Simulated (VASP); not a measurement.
A run of VASP 6.6.1 is set up as follows.

The input INCAR:

```
PREC     = Accurate       # precision mode
ENCUT    = 520            # plane-wave cutoff, eV
EDIFF    = 1E-7           # SCF threshold, eV
ISMEAR   = 0              # smearing method
SIGMA    = 0.1            # smearing width, eV
LREAL    = F              # projectors in reciprocal space
LASPH    = T              # aspherical terms in the spheres
NELM     = 100            # most SCF steps
ALGO     = Normal         # electronic algorithm
ISIF     = 2              # what is computed and relaxed
LWAVE    = F              # write WAVECAR
LCHARG   = F              # write CHGCAR
GGA      = PE             # functional
NBANDS   = 18             # bands
```

The input KPOINTS:

```
Automatic mesh
0
Gamma
  14 14 14
```

File POSCAR:

```
InPd
1.0
    3.3052635960      0.0000000000      0.0000000000
    0.0000000000      3.3052635960      0.0000000000
    0.0000000000      0.0000000000      3.3052635960
In Pd
1 1
Direct
    0.0000000000      0.0000000000      0.0000000000
    0.5000000000      0.5000000000      0.5000000000
```

Potentials or basis: VASP PAW PBE potentials, release 64 (In_d, Pd).

The run is started by

```console
$ cat potpaw_PBE.64/In_d/POTCAR potpaw_PBE.64/Pd/POTCAR > POTCAR
$ mpirun -np 1 vasp_std > vasp.out
```

(1) Estimate the pressure.

Answers

(1) 0.0 GPa.
